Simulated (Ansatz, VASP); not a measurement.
SiNi2 in VASP and in Ansatz

Contents of POSCAR:

```
SiNi2
1.0
    3.7534591383      0.0000000000      0.0000000000
   -1.8767295691      3.2505909658      0.0000000000
    0.0000000000      0.0000000000      4.8529090030
Si Ni
2 4
Direct
    0.3333333333      0.6666666667      0.7500000000
    0.6666666667      0.3333333333      0.2500000000
    0.0000000000      0.0000000000      0.0000000000
    0.0000000000      0.0000000000      0.5000000000
    0.3333333333      0.6666666667      0.2500000000
    0.6666666667      0.3333333333      0.7500000000
```

INCAR.step1

```
SYSTEM = SiNi2
ALGO = Normal ; EDIFF = 1E-4
ENCUT = 520 ; GGA = PE
ISMEAR = 0 ; LASPH = .True.
LCHARG = .False. ; LREAL = .False.
LWAVE = .True. ; NBANDS = 33
NELM = 80 ; PREC = Accurate
SIGMA = 0.15
```

File INCAR.step2:

```
SYSTEM = SiNi2
ALGO = Normal ; EDIFF = 1E-6
ENCUT = 520 ; ISIF = 2
ISMEAR = 0 ; ISTART = 1
LASPH = .True. ; LCHARG = .True.
LELF = .True. ; LMIXTAU = .True.
LREAL = .False. ; LVHAR = .True.
LWAVE = .False. ; METAGGA = R2SCAN
NBANDS = 33 ; NELM = 80
PREC = Accurate ; SIGMA = 0.15
```

KPOINTS

```
k-points
0
Gamma
  12 12 10
  0 0 0
```

Input for Ansatz:

```yaml
crystal:
  lattice:
    - [3.7534591383, 0.0, 0.0]
    - [-1.8767295691, 3.2505909658, 0.0]
    - [0.0, 0.0, 4.852909003]
  atoms:
    - { symbol: Si, position: [0.3333333333, 0.6666666667, 0.75] }
    - { symbol: Si, position: [0.6666666667, 0.3333333333, 0.25] }
    - { symbol: Ni, position: [0.0, 0.0, 0.0] }
    - { symbol: Ni, position: [0.0, 0.0, 0.5] }
    - { symbol: Ni, position: [0.3333333333, 0.6666666667, 0.25] }
    - { symbol: Ni, position: [0.6666666667, 0.3333333333, 0.75] }
basis:
  ecutwfc: 500
kpoints:
  mp_grid: { grid: [12, 12, 10] }
hamiltonian:
  xc: r2scan
scf:
  occupations: { method: gaussian, width: 0.15 }
output:
  forces: true
  stress: true
  eigenvalues: true
```

Change from the starting cell: strain -0.030 along x and y, -0.015 along z, atoms carried along.

Alike in both runs: task single point; functional r2SCAN; k mesh 12 × 12 × 10; occupations gaussian, width 0.15 eV; no spin polarisation.

|  | VASP | Ansatz |
| --- | --- | --- |
| version | VASP 6.6.1 | Ansatz 0.2.0 |
| potentials or method | VASP PAW PBE potentials, release 64 (Si, Ni), cutoff 520 eV | scalar-relativistic, plane waves, PAW |
| valence electrons in the cell | 48 | 80 |

|  | VASP | Ansatz | Ansatz less VASP |
| --- | --- | --- | --- |
| gap on the k mesh at the Fermi level (eV) | none | none | - |
| pressure (GPa) | 21.7 | 21.3 | -0.33 |
| traceless stress, the component that is largest in VASP (GPa) | -6.00 | -5.90 | +0.095 |

VASP's potentials were made for PBE, not for r2SCAN. A gap of «none» marks a metal or a gap that the smearing closes. VASP's potentials hold 48 valence electrons a cell and Ansatz's 80, so a difference there can come from the potentials and not from the codes.
